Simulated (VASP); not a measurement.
Runs of VASP 6.6.1 on ZnS. The structure is that of space group P6_3/mmc (No. 194), or close to it. The cells are those of the table. 

```tsv
level	cell	k mesh	gap on the mesh (eV)	pressure (GPa)
r2SCAN	a = 3.866, b = 3.866, c = 5.760 Å, angles 90.0, 90.0, 120.0°, 4 atoms	6 × 6 × 4	2.15	5.6
r2SCAN	a = 3.946, b = 3.946, c = 5.880 Å, angles 90.0, 90.0, 120.0°, 4 atoms	6 × 6 × 4	1.95	0.0
PBE	a = 4.014, b = 4.014, c = 6.071 Å, angles 90.0, 90.0, 120.0°, 4 atoms	6 × 6 × 4	1.37	-1.7
PBE	a = 4.052, b = 4.052, c = 6.129 Å, angles 90.0, 90.0, 120.0°, 4 atoms	6 × 6 × 4	1.27	-3.3
PBE	a = 3.946, b = 3.946, c = 5.880 Å, angles 90.0, 90.0, 120.0°, 4 atoms	12 × 12 × 4	1.44	2.2
r2SCAN	a = 3.946, b = 3.946, c = 5.880 Å, angles 90.0, 90.0, 120.0°, 4 atoms	12 × 12 × 4	1.95	0.0
r2SCAN	a = 3.907, b = 3.907, c = 5.821 Å, angles 90.0, 90.0, 120.0°, 4 atoms	6 × 6 × 4	2.05	2.6
PBE	a = 3.974, b = 3.974, c = 6.011 Å, angles 90.0, 90.0, 120.0°, 4 atoms	6 × 6 × 4	1.47	0.2
PBE	a = 3.934, b = 3.934, c = 5.950 Å, angles 90.0, 90.0, 120.0°, 4 atoms	6 × 6 × 4	(b)	(a)
r2SCAN	a = 3.985, b = 3.985, c = 5.938 Å, angles 90.0, 90.0, 120.0°, 4 atoms	6 × 6 × 4	1.85	-2.1
r2SCAN	a = 4.024, b = 4.024, c = 5.995 Å, angles 90.0, 90.0, 120.0°, 4 atoms	6 × 6 × 4	1.76	-3.9
PBE	a = 3.893, b = 3.893, c = 5.888 Å, angles 90.0, 90.0, 120.0°, 4 atoms	6 × 6 × 4	1.67	5.0
```

Alike in all rows: task single point; potentials or basis VASP PAW PBE potentials, release 64 (Zn, S); no spin polarisation; cutoff (eV) 520; smearing gaussian 0.01 eV.

**Question.** Fill in the values left out.

**Answer.** (a) 2.4; (b) 1.57.

Caveats: the PAW data sets were made with another functional, which shifts forces and pressure a little (at least some runs); the cell stands under pressure (at least some runs); the cell stands under tension (at least some runs).

A k mesh can miss the band edges.
